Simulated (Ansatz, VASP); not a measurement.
# KF: VASP beside Ansatz

File INCAR:

```
PREC = Accurate ; ENCUT = 520
EDIFF = 1E-6 ; ISMEAR = -1
SIGMA = 0.03 ; LREAL = F
LASPH = T ; NELM = 100
ALGO = Normal ; ISIF = 2
LWAVE = F ; LCHARG = F
GGA = PE ; NBANDS = 15
```

KPOINTS

```
Automatic mesh
0
Gamma
  6 6 6
```

File POSCAR:

```
KF
1.0
    3.2589550000      0.0000000000      0.0000000000
    0.0000000000      3.2589550000      0.0000000000
    0.0000000000      0.0000000000      3.2589550000
K F
1 1
Direct
    0.0000000000      0.0000000000      0.0000000000
    0.5000000000      0.5000000000      0.5000000000
```

File input.yaml:

```yaml
crystal:
  lattice:
    - [3.258955, 0.0, 0.0]
    - [0.0, 3.258955, 0.0]
    - [0.0, 0.0, 3.258955]
  atoms:
    - { symbol: K, position: [0.0, 0.0, 0.0] }
    - { symbol: F, position: [0.5, 0.5, 0.5] }
kpoints:
  mp_grid: { grid: [6, 6, 6] }
scf:
  occupations: { method: fermi_dirac, width: 0.03 }
hamiltonian:
  xc: pbe
  pseudopotentials: { kind: all_electron, lapw: { basis_error: 0.002 } }
output:
  forces: true
  stress: true
  eigenvalues: true
```

Alike in both runs: task single point; functional PBE; k mesh 6 × 6 × 6; occupations fermi-dirac, width 0.03 eV; no spin polarisation.

|  | VASP | Ansatz |
| --- | --- | --- |
| version | VASP 6.6.1 | Ansatz 0.2.0 |
| potentials or method | VASP PAW PBE potentials, release 64 (K_sv, F), cutoff 520 eV | all-electron LAPW, scalar-relativistic |

VASP gave:

```
gap on the k mesh at the Fermi level (eV) : 6.26
least direct gap on the mesh (eV)         : 6.31
pressure (GPa)                            : 0.0
```

Which values does Ansatz return?

gap on the k mesh at the Fermi level (eV): 6.27; least direct gap on the mesh (eV): 6.32; pressure (GPa): 0.0.

Ansatz ran all-electron here, and VASP with PAW potentials.
